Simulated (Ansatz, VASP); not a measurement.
# Two plane-wave programs on SiGe2N2

```
Si Ge N
1.0
     6.60973    0.00000    0.00000
     0.00000    6.60973    0.00000
     0.00000    0.00000    3.29641
Si Ge N
2 4 4
Cartesian
  0.0000 0.0000 0.0000
  3.3049 3.3049 0.0000
  2.2511 5.5559 1.6482
  1.0538 2.2511 1.6482
  4.3587 1.0538 1.6482
  5.5559 4.3587 1.6482
  0.8943 4.1992 1.6482
  2.4106 0.8943 1.6482
  5.7154 2.4106 1.6482
  4.1992 5.7154 1.6482
```

Alike in both runs: functional PBE; k mesh 4 × 4 × 6; occupations gaussian, width 0.1 eV; no spin polarisation.

Ansatz relaxed the structure, and its values are those at the end. VASP's run is a single point on that final structure, the one shown.

```csv
,VASP,Ansatz
version,VASP 6.6.1,Ansatz 0.2.0
potentials or method,"VASP PAW PBE potentials, release 64 (Si, Ge_d, N), cutoff 520 eV","scalar-relativistic, plane waves, PAW"
valence electrons in the cell,84,84
```

|  | VASP | Ansatz | Ansatz less VASP |
| --- | --- | --- | --- |
| gap on the k mesh at the Fermi level (eV) | none | none | - |
| pressure (GPa) | -0.2 | -0.1 | +0.11 |
| rms of the force components (eV/Å) | 0.005 | 0.002 | -0.0033 |

A gap of «none» marks a metal or a gap that the smearing closes. The functional is the same, so the differences come from potentials, cutoffs and numerics.
